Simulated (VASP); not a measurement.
Set up this calculation in VASP 6.6.1, as the native input.

```yaml
Task: single point
Functional: LDA
Potentials_or_basis: VASP PAW LDA potentials, release 64 (Sn_d, Te)
Cutoff: 520 eV
k_mesh: 11 × 11 × 11
Occupations: fermi-dirac, width 0.08 eV
Spin: no spin polarisation
Dipole_correction: no
Further_INCAR_settings: ALGO = Normal; EDIFF = 1e-07; NBANDS = 17
```

The structure of SnTe lies in POSCAR:

```
SnTe
1.0
    0.0000000000      3.1565000000      3.1880650000
    3.1565000000      0.0000000000      3.1880650000
    3.1565000000      3.1565000000      0.0000000000
Sn Te
1 1
Direct
    0.0000000000      0.0000000000      0.0000000000
    0.5000000000      0.5000000000      0.5000000000
```

This cell differs from its parent crystal: zz strain of +1 %.

One way to write it, as run:

INCAR

```
SYSTEM = SnTe
PREC = Accurate ; ENCUT = 520
EDIFF = 1E-7 ; ISMEAR = -1
SIGMA = 0.08 ; LREAL = .False.
LASPH = .True. ; NELM = 80
ALGO = Normal ; ISIF = 2
LWAVE = .False. ; LCHARG = .False.
NBANDS = 17
```

KPOINTS

```
regular mesh
0
Gamma
  11 11 11
  0 0 0
```

Potentials or basis: VASP PAW LDA potentials, release 64 (Sn_d, Te).

Command:

```sh
$ cat potpaw_LDA.64/Sn_d/POTCAR potpaw_LDA.64/Te/POTCAR > POTCAR
$ mpirun -np 1 vasp_std > vasp.out
```

Results of the run:

* Pressure: -2.1 GPa
* Band gap on the k mesh: 0.41 eV

Caveat: the cell differs from its parent crystal (zz strain of +1 %); spin-orbit coupling is left out, which moves the levels of the heavy elements; an odd mesh through Γ misses points on the zone boundary, where band edges can lie.

Run time: 48 s on 1 thread of Intel(R) Xeon(R) 6975P-C (Granite Rapids) (shared host), peak memory 0.27 GiB.
